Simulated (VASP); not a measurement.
# TiW3 (P-6m2) in VASP: notebook, part 2 of 2

VASP 6.6.1. The steps go on from the part before.

## 3. Single point, PBE

This run uses another cell than the first one, of the same volume but with other edges.

File INCAR:

```
SYSTEM = TiW3
PREC = Accurate
ENCUT = 520
EDIFF = 1E-7
ISMEAR = 0
SIGMA = 0.1
LREAL = .FALSE.
LASPH = .TRUE.
NELM = 100
ALGO = Fast
ISIF = 2
LWAVE = .FALSE.
LCHARG = .FALSE.
GGA = PE
NBANDS = 35
```

File KPOINTS:

```
Automatic mesh
0
G
  18 18 6
  0 0 0
```

File POSCAR:

```
TiW3
1.0
    2.7849305727      0.0000000000      0.0000000000
   -1.3924652864      2.4118206238      0.0000000000
    0.0000000000      0.0000000000      9.8703524803
Ti W
1 3
Direct
    0.6666666667      0.3333333333      0.0000000000
    0.3333333333      0.6666666667      0.7499232074
    0.3333333333      0.6666666667      0.2500767926
    0.6666666667      0.3333333333      0.5000000000
```

Potentials or basis: VASP PAW PBE potentials, release 64 (Ti_sv, W_sv).

Command:

```console
cat potpaw_PBE.64/Ti_sv/POTCAR potpaw_PBE.64/W_sv/POTCAR > POTCAR
mpirun -np 1 vasp_std > vasp.out
```

OUTCAR:

```text
SYSTEM = TiW3
   PREC = Accurate
   ENCUT = 520
   EDIFF = 1E-7
   ISMEAR = 0
   LREAL = .FALSE.
   LASPH = .TRUE.
   NELM = 100
   ISIF = 2
   GGA = PE

 ion  position               nearest neighbor table
   1  0.667  0.333  0.000-   2 2.95   3 2.95   2 2.95   3 2.95   2 2.95   3 2.95
   2  0.333  0.667  0.750-   4 2.94   4 2.94   4 2.94   1 2.95   1 2.95   1 2.95
   3  0.333  0.667  0.250-   4 2.94   4 2.94   4 2.94   1 2.95   1 2.95   1 2.95
   4  0.667  0.333  0.500-   2 2.94   3 2.94   2 2.94   3 2.94   2 2.94   3 2.94

  LATTYP: Found a hexagonal cell.
 ALAT       =     2.7849305727
 C/A-ratio  =     3.5442005546

  Lattice vectors:

 A1 = (   2.7849305727,   0.0000000000,   0.0000000000)
 A2 = (  -1.3924652864,   2.4118206238,   0.0000000000)
 A3 = (   0.0000000000,   0.0000000000,   9.8703524803)

Analysis of symmetry for initial positions (statically):
=====================================================================
 Subroutine PRICEL returns:
 Original cell was already a primitive cell.

 Routine SETGRP: Setting up the symmetry group for a
 hexagonal supercell.

 Subroutine GETGRP returns: Found 12 space group operations
 (whereof 12 operations were pure point group operations)
 out of a pool of 24 trial point group operations.

The static configuration has the point symmetry D_3h.

Analysis of symmetry for dynamics (positions and initial velocities):
=====================================================================
 Subroutine PRICEL returns:
 Original cell was already a primitive cell.

 Routine SETGRP: Setting up the symmetry group for a
 hexagonal supercell.

 Subroutine GETGRP returns: Found 12 space group operations
 (whereof 12 operations were pure point group operations)
 out of a pool of 24 trial point group operations.

The dynamic configuration has the point symmetry D_3h.

 Subroutine INISYM returns: Found 12 space group operations
 (whereof 12 operations are pure point group operations),
 and found     1 'primitive' translations

[... 112 lines left out ...]
   EFERMI =   0.00;   METHOD = LEGACY
   ISMEAR =     0;   SIGMA  =   0.10  broadening in eV -4-tet -1-fermi 0-gaus
   EFERMI_NEDOS =   21; number of points for ismear=-14 and -15
   IALGO  =     68    algorithm
   IMIX   =      4    mixing-type and parameters
     AMIX     =   0.40;   BMIX     =  1.00
     AMIX_MAG =   1.60;   BMIX_MAG =  1.00
  volume/ion in A,a.u.               =      16.57       111.85
  Fermi-wavevector in a.u.,A,eV,Ry     =   1.528887  2.889178 31.803559  2.337496
  Thomas-Fermi vector in A             =   2.636584
   LORBIT       =      0    0 simple, 1 ext, 2 COOP (PROOUT), +10 PAW based schemes
   GGA     = PE    functional components
   LHFCALC =     F    Hartree Fock is set to
   AEXX    =    0.0000 exact exchange contribution
   IVDW    =     0    specifies the selected vdW correction
   LEPSILON=     F    determine dielectric tensor
   LRPA    =     F    only Hartree local field effects (RPA)
 non-spin polarized calculation
 RMM-DIIS sequential band-by-band and
 Gauss-broadening in eV      SIGMA  =   0.10
  energy-cutoff  :      520.00
  volume of cell :       66.30
 maximum number of plane-waves:      1800
 NGX is ok and might be reduce to    24

 number of electron      54.0000000 magnetization

 Free energy of the ion-electron system (eV)
  ---------------------------------------------------
  ext. energy  EPLUGINS =         0.00000000
  ---------------------------------------------------
  free energy    TOTEN  =       -45.05292490 eV

  energy without entropy =      -45.02269395  energy(sigma->0) =      -45.03780942

 E-fermi :  10.0241     XC(G=0): -12.9602

 val. band max:       10.0235935984   @ k =   0.2778   0.0000   0.3333
 cond. band min:      10.0283537622   @ k =   0.3889   0.1111   0.0000
 fundamental gap:      0.0047601638
 Fermi energy:        10.0241043381

 k-point     1 :       0.0000    0.0000    0.0000
  band No.  band energies     occupation
      1     -63.7806      2.00000
      2     -63.6970      2.00000
      3     -63.6897      2.00000
      4     -46.5409      2.00000
      5     -28.3551      2.00000
      6     -27.9910      2.00000
[... 901 lines left out ...]
     34      13.9903      0.00000
     35      14.1881      0.00000

 [... further k-points ...]
[... 5 lines left out ...]
  --------------------------------------------------------------------------------------
  -------------------------------------------------------------------------------------
  Total        0.1317141      0.1317141      0.0659862     -0.0000000      0.0000000      0.0000000
  in kB        3.1831030      3.1831030      1.5946720     -0.0000000      0.0000000      0.0000000
  external PRESSURE =       2.6536260 kB  Pullay stress =       0.0000000 kB

 VOLUME and BASIS-vectors are now :
 -----------------------------------------------------------------------------
  energy-cutoff  :      520.00
  volume of cell :       66.30
      direct lattice vectors                 reciprocal lattice vectors
     2.784930573  0.000000000  0.000000000     0.359075379  0.207312267  0.000000000
    -1.392465286  2.411820624  0.000000000     0.000000000  0.414624533  0.000000000
     0.000000000  0.000000000  9.870352480     0.000000000  0.000000000  0.101313504

 POSITION                                       TOTAL-FORCE (eV/Angst)
 -----------------------------------------------------------------------------------
      1.39247      0.80394      0.00000        -0.000000     -0.000000      0.000000
     -0.00000      1.60788      7.40201        -0.000000      0.000000      0.020977
     -0.00000      1.60788      2.46835        -0.000000     -0.000000     -0.020977
      1.39247      0.80394      4.93518         0.000000     -0.000000      0.000000
 -----------------------------------------------------------------------------------
    total drift:                               -0.000000      0.000000      0.000000

  FREE ENERGIE OF THE ION-ELECTRON SYSTEM (eV)
  ---------------------------------------------------
  free  energy   TOTEN  =       -45.0529249002 eV

  energy  without entropy=      -45.0226939458  energy(sigma->0) =      -45.03780942
```

Wall time 18 min (1 thread of Intel Xeon 6975P-C, shared host); peak memory 0.42 GiB.

Results:

```yaml
Free_energy: -45.0529 eV
Pressure: 0.3 GPa
Largest_force: 0.021 eV/Å
Band_gap_on_the_k_mesh: zero (band 27 reaches 10.79 eV, above the bottom of band 28 at 9.54 eV)
```

Forces in eV/Å, atoms in the order of the input:
```
Ti   0.000  0.000  0.000
W    0.000  0.000  0.021
W    0.000  0.000 -0.021
W    0.000  0.000  0.000
```

Levels at points of the mesh, in eV from the Fermi level:
| k point | band 24 | band 25 | band 26 | band 27 | band 28 | band 29 | band 30 | band 31 |
| --- | --- | --- | --- | --- | --- | --- | --- | --- |
| (0.00, 0.00, 0.00) | -0.44 | -0.33 | -0.30 | -0.30 | -0.19 | -0.02 | -0.02 | 1.05 |
| (0.50, 0.00, 0.00) | -0.72 | -0.57 | 0.10 | 0.14 | 1.34 | 1.43 | 1.73 | 2.01 |
| (0.00, 0.00, 0.50) | -0.46 | -0.46 | -0.26 | -0.26 | -0.21 | -0.02 | -0.02 | 1.02 |
| (0.50, 0.00, 0.50) | -1.89 | -0.13 | 0.29 | 0.49 | 0.93 | 1.32 | 1.41 | 3.31 |

Caveat: spin-orbit coupling is left out, which moves the levels of the heavy elements.
